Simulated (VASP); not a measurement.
# Na (C2/m) in VASP: further runs, part 2 of 2

VASP 6.6.1. The steps go on from the part before.

**3. Single point, r2SCAN (atom 1 (Na) moved by (+0.450, -0.450) A along y and z)**

File POSCAR:

```
Na
1.0
    3.7670009976      0.0000000000      0.0000000000
   -1.8835004988      3.2623185600      0.0000000000
    0.0000000000      0.0000000000      6.1540000000
Na
2
Direct
    0.4023026862      0.8046053724      0.1768768281
    0.6666666667      0.3333333333      0.7500000000
```

File INCAR.step1:

```
SYSTEM = Na
  PREC = Accurate
  ENCUT = 520
  ISMEAR = 0
  SIGMA = 0.15
  LREAL = .False.
  LASPH = .True.
  NELM = 60
  NBANDS = 14
  GGA = PE
  ALGO = Normal
  EDIFF = 1E-4
  LWAVE = .True.
  LCHARG = .False.
```

File INCAR.step2:

```
SYSTEM = Na
  PREC = Accurate
  ENCUT = 520
  EDIFF = 1E-7
  ISMEAR = 0
  SIGMA = 0.15
  LREAL = .False.
  LASPH = .True.
  NELM = 60
  ALGO = Normal
  ISIF = 2
  LWAVE = .False.
  LCHARG = .False.
  METAGGA = R2SCAN
  LMIXTAU = .True.
  NBANDS = 14
  ISTART = 1
```

File KPOINTS:

```
Automatic mesh
0
Gamma
  12 12 8
  0 0 0
```

Potentials or basis: VASP PAW PBE potentials, release 64 (Na_pv).

Command:

```bash
$ cat potpaw_PBE.64/Na_pv/POTCAR > POTCAR
$ cp INCAR.step1 INCAR
$ mpirun -np 1 vasp_std > vasp.out
$ cp INCAR.step2 INCAR
$ mpirun -np 1 vasp_std > vasp.out
```

OUTCAR:

```text
SYSTEM = Na
   PREC = Accurate
   ENCUT = 520
   EDIFF = 1E-7
   ISMEAR = 0
   LREAL = .False.
   LASPH = .True.
   NELM = 60
   ISIF = 2
   METAGGA = R2SCAN
   ISTART = 1

 ion  position               nearest neighbor table
   1  0.402  0.805  0.177-
   2  0.667  0.333  0.750-

  LATTYP: Found a hexagonal cell.
 ALAT       =     3.7670009976
 C/A-ratio  =     1.6336603054

  Lattice vectors:

 A1 = (   3.7670009976,   0.0000000000,   0.0000000000)
 A2 = (  -1.8835004988,   3.2623185600,   0.0000000000)
 A3 = (   0.0000000000,   0.0000000000,   6.1540000000)

Analysis of symmetry for initial positions (statically):
=====================================================================
 Subroutine PRICEL returns:
 Original cell was already a primitive cell.

 Routine SETGRP: Setting up the symmetry group for a
 hexagonal supercell.

 Subroutine GETGRP returns: Found  4 space group operations
 (whereof  2 operations were pure point group operations)
 out of a pool of 24 trial point group operations.

The static configuration has the point symmetry C_1h.
 The point group associated with its full space group is C_2h.

Analysis of symmetry for dynamics (positions and initial velocities):
=====================================================================
 Subroutine PRICEL returns:
 Original cell was already a primitive cell.

 Routine SETGRP: Setting up the symmetry group for a
 hexagonal supercell.

 Subroutine GETGRP returns: Found  4 space group operations
 (whereof  2 operations were pure point group operations)
 out of a pool of 24 trial point group operations.

The dynamic configuration has the point symmetry C_1h.
 The point group associated with its full space group is C_2h.

 Subroutine INISYM returns: Found  4 space group operations
 (whereof  2 operations are pure point group operations),
 and found     1 'primitive' translations

----------------------------------------------------------------------------------------

                                     Primitive cell

  volume of cell :      75.6275

  direct lattice vectors                    reciprocal lattice vectors
     3.767000998  0.000000000  0.000000000     0.265463163  0.153265229  0.000000000
    -1.883500499  3.262318560  0.000000000     0.000000000  0.306530457  0.000000000
     0.000000000  0.000000000  6.154000000     0.000000000  0.000000000  0.162495938

  length of vectors
     3.767000998  3.767000998  6.154000000     0.306530457  0.306530457  0.162495938

  position of ions in fractional coordinates (direct lattice)
     0.402302686  0.804605372  0.176876828
     0.666666667  0.333333333  0.750000000

  ion indices of the primitive-cell ions
   primitive index   ion index
                 1           1
                 2           2

----------------------------------------------------------------------------------------

 KPOINTS: Automatic mesh

Automatic generation of k-mesh.
 Grid dimensions read from file:
 generate k-points for:   12   12    8

[... 23 lines left out ...]
  0.166667  0.000000  0.000000      4.000000
  0.000000  0.166667  0.000000      2.000000
  0.250000  0.000000  0.000000      4.000000
[... 16 lines left out ...]
 -0.083333  0.416667  0.000000      4.000000
 -0.416667  0.333333  0.000000      4.000000
 [... further k-points ...]
   k-points           NKPTS =    320   k-points in BZ     NKDIM =    320   number of bands    NBANDS=     14
   number of dos      NEDOS =    301   number of ions     NIONS =      2
   total plane-waves  NPLWV =  37632
   dimension x,y,z NGX =    28 NGY =   28 NGZ =   48
   dimension x,y,z NGXF=    56 NGYF=   56 NGZF=   96
   ions per type =               2
   NGX,Y,Z   is equivalent  to a cutoff of  12.36, 12.36, 12.97 a.u.
   NGXF,Y,Z  is equivalent  to a cutoff of  24.71, 24.71, 25.93 a.u.
 SYSTEM =  Na
   PREC   = accura    normal or accurate (medium, high low for compatibility)
   ISTART =      1    job   : 0-new  1-cont  2-samecut
   ICHARG =      0    charge: 1-file 2-atom 10-const
   ISPIN  =      1    spin polarized calculation?
   LNONCOLLINEAR =      F non collinear calculations
   LSORBIT =      F    spin-orbit coupling
   LASPH  =      T    aspherical Exc in radial PAW
   ENCUT  =  520.0 eV  38.22 Ry    6.18 a.u.   7.00  7.00 11.44*2*pi/ulx,y,z
   NELM   =     60;   NELMIN=  2; NELMDL=  0     # of ELM steps
   EDIFF  = 0.1E-06   stopping-criterion for ELM
   LREAL  =      F    real-space projection
   EDIFFG = 0.1E-05   stopping-criterion for IOM
   NSW    =      0    number of steps for IOM
   IBRION =     -1    ionic relax: 0-MD 1-quasi-New 2-CG
   NFREE  =      0    steps in history (QN), initial steepest desc. (CG)
   ISIF   =      2    stress and relaxation
   ISYM   =      2    0-nonsym 1-usesym 2-fastsym
   POTIM  = 0.5000    time-step for ionic-motion
   TEBEG  =    0.0;   TEEND  =   0.0 temperature during run
   PSTRESS=    0.0 pullay stress
   NELECT =      14.0000    total number of electrons
   NUPDOWN=      -1.0000    fix difference up-down
   EMIN   =  10.00;   EMAX   =-10.00  energy-range for DOS
   EFERMI =   0.00;   METHOD = LEGACY
   ISMEAR =     0;   SIGMA  =   0.15  broadening in eV -4-tet -1-fermi 0-gaus
   EFERMI_NEDOS =   21; number of points for ismear=-14 and -15
   IALGO  =     38    algorithm
   IMIX   =      4    mixing-type and parameters
     AMIX     =   0.40;   BMIX     =  1.00
     AMIX_MAG =   1.60;   BMIX_MAG =  1.00
  volume/ion in A,a.u.               =      37.81       255.18
  Fermi-wavevector in a.u.,A,eV,Ry     =   0.933020  1.763152 11.844231  0.870526
  Thomas-Fermi vector in A             =   2.059678
   LORBIT       =      0    0 simple, 1 ext, 2 COOP (PROOUT), +10 PAW based schemes
   METAGGA = R2SCAN    functional components
   LHFCALC =     F    Hartree Fock is set to
   AEXX    =    0.0000 exact exchange contribution
   IVDW    =     0    specifies the selected vdW correction
   LEPSILON=     F    determine dielectric tensor
   LRPA    =     F    only Hartree local field effects (RPA)
 non-spin polarized calculation
 Gauss-broadening in eV      SIGMA  =   0.15
  energy-cutoff  :      520.00
  volume of cell :       75.63
 maximum number of plane-waves:      2059
   NGX = 13   NGY = 13   NGZ = 23

 number of electron      14.0000010 magnetization

 Free energy of the ion-electron system (eV)
  ---------------------------------------------------
  ext. energy  EPLUGINS =         0.00000000
  ---------------------------------------------------
  free energy    TOTEN  =        -7.01300470 eV

  energy without entropy =       -7.00317329  energy(sigma->0) =       -7.00808899

 E-fermi :   0.2882     XC(G=0):  -6.8482

 val. band max:        0.2630121297   @ k =   0.3333   0.0000   0.3750
 cond. band min:       0.3063172987   @ k =   0.3333   0.1667   0.3750
 fundamental gap:      0.0433051691
 Fermi energy:         0.2882219930

 k-point     1 :       0.0000    0.0000    0.0000
  band No.  band energies     occupation
      1     -25.8236      2.00000
      2     -25.7764      2.00000
      3     -25.7665      2.00000
      4     -25.7650      2.00000
      5     -25.7649      2.00000
      6     -25.7642      2.00000
      7      -3.1749      2.00000
      8       0.8552      0.00000
      9       1.4218      0.00000
     10      10.6960      0.00000
     11      10.8857      0.00000
     12      10.9827      0.00000
     13      11.1244      0.00000
     14      11.7535      0.00000
[... 377 lines left out ...]
      1     -25.8189      2.00000
      2     -25.7942      2.00000
      3     -25.7807      2.00000
      4     -25.7779      2.00000
      5     -25.7707      2.00000
      6     -25.7672      2.00000
      7      -0.9449      2.00000
      8       2.5691      0.00000
      9       2.9370      0.00000
     10       3.8020      0.00000
     11       6.0064      0.00000
     12       6.5208      0.00000
     13       8.0379      0.00000
     14      10.0734      0.00000

 [... further k-points ...]

------------------------ aborting loop because EDIFF is reached ----------------------------------------

  FORCE on cell =-STRESS in cart. coord.  units (eV):
  Direction    XX          YY          ZZ          XY          YZ          ZX
  --------------------------------------------------------------------------------------
  -------------------------------------------------------------------------------------
  Total       -0.0613728      0.2823228      0.3508693      0.0000000     -0.1674433      0.0000000
  in kB       -1.3001907      5.9810430      7.4332094      0.0000000     -3.5473075      0.0000000
  external PRESSURE =       4.0380206 kB  Pullay stress =       0.0000000 kB

 VOLUME and BASIS-vectors are now :
 -----------------------------------------------------------------------------
  energy-cutoff  :      520.00
  volume of cell :       75.63
      direct lattice vectors                 reciprocal lattice vectors
     3.767000998  0.000000000  0.000000000     0.265463163  0.153265229  0.000000000
    -1.883500499  3.262318560  0.000000000     0.000000000  0.306530457  0.000000000
     0.000000000  0.000000000  6.154000000     0.000000000  0.000000000  0.162495938

 POSITION                                       TOTAL-FORCE (eV/Angst)
 -----------------------------------------------------------------------------------
      0.00000      2.62488      1.08850        -0.000000     -0.104031      0.401655
      1.88350      1.08744      4.61550         0.000000      0.104031     -0.401655
 -----------------------------------------------------------------------------------
    total drift:                               -0.000002      0.000124      0.000294

  FREE ENERGIE OF THE ION-ELECTRON SYSTEM (eV)
  ---------------------------------------------------
  free  energy   TOTEN  =        -7.0130047010 eV

  energy  without entropy=       -7.0031732858  energy(sigma->0) =       -7.00808899
```

Run time: 13 min. Hardware: 1 thread of Intel Xeon 6975P-C (Granite Rapids), shared host; peak memory 0.37 GiB.

What came out:

* Free energy: -7.0130 eV
* Pressure: 0.4 GPa
* Largest force: 0.415 eV/Å
* Band gap on the k mesh: zero (bands 7 and 8 overlap by 4.04 eV)

Forces in eV/Å, atoms in the order of the input:
```
Na   0.000 -0.104  0.402
Na   0.000  0.104 -0.402
```

Caveat: the cell differs from its parent crystal (atom 1 (Na) moved by (+0.450, -0.450) A along y and z); the PAW data sets were made with another functional, which shifts forces and pressure a little.

**4. Single point, r2SCAN (atom 1 (Na) moved by (-0.450, -0.225) A along y and z)**

POSCAR, as its differences from that of step 3:

```diff
@@ -8,3 +8,3 @@
 Direct
-    0.4023026862      0.8046053724      0.1768768281
+    0.2643639804      0.5287279609      0.2134384140
     0.6666666667      0.3333333333      0.7500000000
```

INCAR.step1, as its differences from that of step 3:

```diff
@@ -7,3 +7,3 @@
   LASPH = .True.
-  NELM = 60
+  NELM = 80
   NBANDS = 14
```

File INCAR.step2:

```
SYSTEM = Na
  PREC = Accurate
  ENCUT = 520
  EDIFF = 1E-6
  ISMEAR = 0
  SIGMA = 0.15
  LREAL = .False.
  LASPH = .True.
  NELM = 80
  ALGO = Normal
  ISIF = 2
  LWAVE = .False.
  LCHARG = .True.
  METAGGA = R2SCAN
  LMIXTAU = .True.
  LELF = .True.
  LVHAR = .True.
  NBANDS = 14
  ISTART = 1
```

File KPOINTS:

```
regular mesh
0
Gamma
  12 12 8
  0 0 0
```

Potentials or basis: VASP PAW PBE potentials, release 64 (Na_pv).

Command:

```bash
$ cat potpaw_PBE.64/Na_pv/POTCAR > POTCAR
$ cp INCAR.step1 INCAR
$ mpirun -np 1 vasp_std > vasp.out
$ cp INCAR.step2 INCAR
$ mpirun -np 1 vasp_std > vasp.out
```

OUTCAR:

```text
SYSTEM = Na
   PREC = Accurate
   ENCUT = 520
   EDIFF = 1E-6
   ISMEAR = 0
   LREAL = .False.
   LASPH = .True.
   NELM = 80
   ISIF = 2
   METAGGA = R2SCAN
   ISTART = 1

 ion  position               nearest neighbor table
   1  0.264  0.529  0.213-
   2  0.667  0.333  0.750-

  LATTYP: Found a hexagonal cell.
 ALAT       =     3.7670009976
 C/A-ratio  =     1.6336603054

  Lattice vectors:

 A1 = (   3.7670009976,   0.0000000000,   0.0000000000)
 A2 = (  -1.8835004988,   3.2623185600,   0.0000000000)
 A3 = (   0.0000000000,   0.0000000000,   6.1540000000)

Analysis of symmetry for initial positions (statically):
=====================================================================
 Subroutine PRICEL returns:
 Original cell was already a primitive cell.

 Routine SETGRP: Setting up the symmetry group for a
 hexagonal supercell.

 Subroutine GETGRP returns: Found  4 space group operations
 (whereof  2 operations were pure point group operations)
 out of a pool of 24 trial point group operations.

The static configuration has the point symmetry C_1h.
 The point group associated with its full space group is C_2h.

Analysis of symmetry for dynamics (positions and initial velocities):
=====================================================================
 Subroutine PRICEL returns:
 Original cell was already a primitive cell.

 Routine SETGRP: Setting up the symmetry group for a
 hexagonal supercell.

 Subroutine GETGRP returns: Found  4 space group operations
 (whereof  2 operations were pure point group operations)
 out of a pool of 24 trial point group operations.

The dynamic configuration has the point symmetry C_1h.
 The point group associated with its full space group is C_2h.

 Subroutine INISYM returns: Found  4 space group operations
 (whereof  2 operations are pure point group operations),
 and found     1 'primitive' translations

[... 121 lines left out ...]
   AEXX    =    0.0000 exact exchange contribution
   IVDW    =     0    specifies the selected vdW correction
   LEPSILON=     F    determine dielectric tensor
   LRPA    =     F    only Hartree local field effects (RPA)
 non-spin polarized calculation
 Gauss-broadening in eV      SIGMA  =   0.15
  energy-cutoff  :      520.00
  volume of cell :       75.63
 maximum number of plane-waves:      2059
   NGX = 13   NGY = 13   NGZ = 23

 number of electron      14.0000004 magnetization

 Free energy of the ion-electron system (eV)
  ---------------------------------------------------
  ext. energy  EPLUGINS =         0.00000000
  ---------------------------------------------------
  free energy    TOTEN  =        -7.08508735 eV

  energy without entropy =       -7.07587550  energy(sigma->0) =       -7.08048143

 E-fermi :   0.2853     XC(G=0):  -6.8594

 val. band max:        0.2577523064   @ k =   0.2500   0.2500   0.3750
 cond. band min:       0.3335879542   @ k =   0.0833   0.5000   0.2500
 fundamental gap:      0.0758356479
 Fermi energy:         0.2852886712

 k-point     1 :       0.0000    0.0000    0.0000
  band No.  band energies     occupation
      1     -25.7837      2.00000
      2     -25.7549      2.00000
      3     -25.7451      2.00000
      4     -25.7442      2.00000
      5     -25.7426      2.00000
      6     -25.7422      2.00000
      7      -3.1615      2.00000
      8       0.8032      0.00000
      9       1.4370      0.00000
     10      10.6873      0.00000
     11      10.8425      0.00000
     12      11.0498      0.00000
     13      11.5738      0.00000
     14      11.6178      0.00000
[... 377 lines left out ...]
      1     -25.7756      2.00000
      2     -25.7732      2.00000
      3     -25.7620      2.00000
      4     -25.7531      2.00000
      5     -25.7510      2.00000
      6     -25.7467      2.00000
      7      -0.9312      2.00000
      8       2.4981      0.00000
      9       2.8669      0.00000
     10       3.9059      0.00000
     11       6.4311      0.00000
     12       6.4744      0.00000
     13       7.6057      0.00000
     14      10.0154      0.00000

 [... further k-points ...]

------------------------ aborting loop because EDIFF is reached ----------------------------------------

  FORCE on cell =-STRESS in cart. coord.  units (eV):
  Direction    XX          YY          ZZ          XY          YZ          ZX
  --------------------------------------------------------------------------------------
  -------------------------------------------------------------------------------------
  Total        0.2130532     -0.1424563      0.0843305      0.0000000      0.0362115      0.0000000
  in kB        4.5135591     -3.0179541      1.7865512      0.0000000      0.7671446      0.0000000
  external PRESSURE =       1.0940521 kB  Pullay stress =       0.0000000 kB

 VOLUME and BASIS-vectors are now :
 -----------------------------------------------------------------------------
  energy-cutoff  :      520.00
  volume of cell :       75.63
      direct lattice vectors                 reciprocal lattice vectors
     3.767000998  0.000000000  0.000000000     0.265463163  0.153265229  0.000000000
    -1.883500499  3.262318560  0.000000000     0.000000000  0.306530457  0.000000000
     0.000000000  0.000000000  6.154000000     0.000000000  0.000000000  0.162495938

 POSITION                                       TOTAL-FORCE (eV/Angst)
 -----------------------------------------------------------------------------------
     -0.00000      1.72488      1.31350         0.000000      0.026953      0.189091
      1.88350      1.08744      4.61550        -0.000000     -0.026953     -0.189091
 -----------------------------------------------------------------------------------
    total drift:                               -0.000040      0.000578      0.000282

  FREE ENERGIE OF THE ION-ELECTRON SYSTEM (eV)
  ---------------------------------------------------
  free  energy   TOTEN  =        -7.0850873542 eV

  energy  without entropy=       -7.0758755047  energy(sigma->0) =       -7.08048143
```

OUTCAR.step1:

```text
SYSTEM = Na
   PREC = Accurate
   ENCUT = 520
   ISMEAR = 0
   LREAL = .False.
   LASPH = .True.
[... 632 lines left out ...]
     -0.00000      1.72488      1.31350         0.000000      0.033672      0.161979
      1.88350      1.08744      4.61550        -0.000000     -0.033672     -0.161979
 -----------------------------------------------------------------------------------
    total drift:                                0.000000     -0.000077     -0.000005

  FREE ENERGIE OF THE ION-ELECTRON SYSTEM (eV)
  ---------------------------------------------------
  free  energy   TOTEN  =        -2.6035084007 eV

  energy  without entropy=       -2.5937446546  energy(sigma->0) =       -2.59862653
```

Run time: 9 min. Hardware: 1 thread of Intel Xeon 6975P-C (Granite Rapids), shared host; peak memory 0.36 GiB.

Results:

```
Free energy            : -7.0851 eV
Pressure               : 0.1 GPa
Largest force          : 0.191 eV/Å
Band gap on the k mesh : zero (bands 7 and 8 overlap by 4.34 eV)
```

Forces on the atoms (eV/Å):
```
Na   0.000  0.027  0.189
Na   0.000 -0.027 -0.189
```

Stress tensor (GPa, compression positive):
```
 0.45  0.00  0.00
 0.00 -0.30  0.08
 0.00  0.08  0.18
```

Caveat: the cell differs from its parent crystal (atom 1 (Na) moved by (-0.450, -0.225) A along y and z); the PAW data sets were made with another functional, which shifts forces and pressure a little.

**5. The runs side by side**

| cell | gap on the mesh (eV) | pressure (GPa) | largest force (eV/Å) |
| --- | --- | --- | --- |
| as given, atomic positions A | none | 0.4 | 0.40 |
| as given, atomic positions B | none | 0.4 | 0.41 |
| as given, atomic positions C | none | 0.1 | 0.19 |

Alike in all rows: task single point; level r2SCAN; potentials or basis VASP PAW PBE potentials, release 64 (Na_pv); no spin polarisation; k mesh 12 × 12 × 8; cutoff (eV) 520; smearing gaussian 0.15 eV.

Caveats: the PAW data sets were made with another functional, which shifts forces and pressure a little.

Absolute energies hang on the potentials; compare differences alone.

The gap in the log of VASP goes by the Fermi energy; the results here count the filled bands.